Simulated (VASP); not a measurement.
Write the native input for VASP 6.6.1 that does the following.

```
Task                   : single point
Functional             : PBE
Potentials or basis    : VASP PAW PBE potentials, release 64 (Fe, O)
Cutoff                 : 520 eV
k mesh                 : 10 × 10 × 6
Occupations            : gaussian, width 0.05 eV
Spin                   : collinear spin, ferromagnetic start
Starting moments       : [4.0, 4.0, 0.0, 0.0] μB
Dipole correction      : no
Further INCAR settings : ALGO = Fast; EDIFF = 1e-06; NBANDS = 26
```

The structure of FeO lies in POSCAR:

```
FeO
1.0
    3.0488587354      0.0000000000      0.0000000000
    1.5215942087      2.6823606015      0.0000000000
    0.1382020491      0.2344548864      5.2676308955
Fe O
2 2
Direct
    0.5000000000      0.5000000000      0.0000000000
    0.5000000000      0.5000000000      0.5000000000
    0.1637630000      0.1709330000      0.2557010000
    0.8362370000      0.8290670000      0.7442990000
```

These files were run (other wordings do the same):

INCAR

```
SYSTEM = FeO
PREC     = Accurate       ! precision mode
ENCUT    = 520            ! plane-wave cutoff, eV
EDIFF    = 1E-6           ! SCF threshold, eV
ISMEAR   = 0              ! smearing method
SIGMA    = 0.05           ! smearing width, eV
LREAL    = .FALSE.        ! projectors in reciprocal space
LASPH    = .TRUE.         ! aspherical terms in the spheres
NELM     = 150            ! most SCF steps
ALGO     = Fast           ! electronic algorithm
ISIF     = 2              ! what is computed and relaxed
LWAVE    = .FALSE.        ! write WAVECAR
LCHARG   = .FALSE.        ! write CHGCAR
ISPIN    = 2              ! spin polarisation
MAGMOM   = 4 4 0 0        ! initial moments
LORBIT   = 11             ! projections on sites
LMAXMIX  = 4              ! l up to which the mixer works
GGA      = PE             ! functional
NBANDS   = 26             ! bands
```

KPOINTS

```
Automatic mesh
0
G
  10 10 6
  0 0 0
```

Potentials or basis: VASP PAW PBE potentials, release 64 (Fe, O).

Run with:

```bash
$ cat potpaw_PBE.64/Fe/POTCAR potpaw_PBE.64/O/POTCAR > POTCAR
$ mpirun -np 1 vasp_std > vasp.out
```

Results of the run:

```json
{
  "Pressure": "-9.8 GPa",
  "Largest force": "0.188 eV/Å",
  "Band gap on the k mesh": "zero (filled and empty bands overlap)",
  "Net moment": "8.00 μB per cell",
  "Site moments": "Fe +3.57, +3.61; O +0.32 μB",
  "Valence electrons inside the program's atomic spheres": "Fe 6.67, 6.70; O 4.95"
}
```

Caveat: the cell stands under tension; semilocal functionals often make such compounds metallic where correlation or magnetic order opens a gap, which also shifts bond lengths; the run started ferromagnetic, and an antiferromagnetic order may lie lower in energy.

Wall time 24 min on 1 thread of Oxide Virtual Turin-like Processor (shared host), peak memory 0.51 GiB.
